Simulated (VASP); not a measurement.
Input of a VASP 6.6.1 run:

The input INCAR:

```
SYSTEM = PtSe2
  PREC = Accurate
  ENCUT = 520
  EDIFF = 1E-6
  ISMEAR = 0
  SIGMA = 0.01
  LREAL = .FALSE.
  LASPH = .TRUE.
  NELM = 80
  ALGO = Normal
  ISIF = 2
  LWAVE = .FALSE.
  LCHARG = .FALSE.
  LDIPOL = .TRUE.
  IDIPOL = 3
  DIPOL = 0.5 0.5 0.355
  GGA = CA
  NBANDS = 18
```

The input KPOINTS:

```
regular mesh
0
G
  12 12 1
  0 0 0
```

Contents of POSCAR:

```
PtSe2
1.0
    3.7300000000      0.0000000000      0.0000000000
   -1.8650000000      3.2302747561      0.0000000000
    0.0000000000      0.0000000000     29.0400000032
Se Pt
2 1
Direct
    0.6666666667      0.3333333333      0.3096390682
    0.3333333333      0.6666666667      0.4004160281
    0.0000000000      0.0000000000      0.3550275482
```

Potentials or basis: VASP PAW LDA potentials, release 64 (Se, Pt).

The run is started by

```sh
$ cat potpaw_LDA.64/Se/POTCAR potpaw_LDA.64/Pt/POTCAR > POTCAR
$ mpirun -np 1 vasp_std > vasp.out
```

(1) Estimate the band gap on the k mesh.

(2) Estimate the largest force.

Answers

(1) 1.31 eV (least direct gap 1.55 eV).

(2) 0.659 eV/Å.

Caveat: spin-orbit coupling is left out, which moves the levels of the heavy elements.
